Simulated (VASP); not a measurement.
Runs of VASP 6.6.1 on Os3C. The structure is that of space group Pm-3m (No. 221), or close to it. The cells are those of the table. 

```tsv
task	cell	k mesh	cutoff (eV)	gap on the mesh (eV)	pressure (GPa)
single point	a = 3.735 Å, 4 atoms	6 × 6 × 6	520	none	1.5
relaxation of cell and atoms	relaxed from a = 3.594 Å, 4 atoms	6 × 6 × 6	600	none	0.0
single point	a = 3.594 Å, 4 atoms	6 × 6 × 6	520	none	51.0
single point	a = 3.735 Å, 4 atoms	12 × 12 × 12	520	none	(a)
```

Alike in all rows: level r2SCAN; potentials or basis VASP PAW PBE potentials, release 64 (Os, C); no spin polarisation; smearing gaussian 0.1 eV.

Question: Estimate the missing entries.

Answer: (a) 1.4.

Caveats: the PAW data sets were made with another functional, which shifts forces and pressure a little; spin-orbit coupling is left out, which moves the levels of the heavy elements; the cell stands under pressure (at least some runs).

A k mesh can miss the band edges, and the runs leave out spin-orbit coupling on Os.

A gap of «none» marks levels without a gap at the run's occupations.
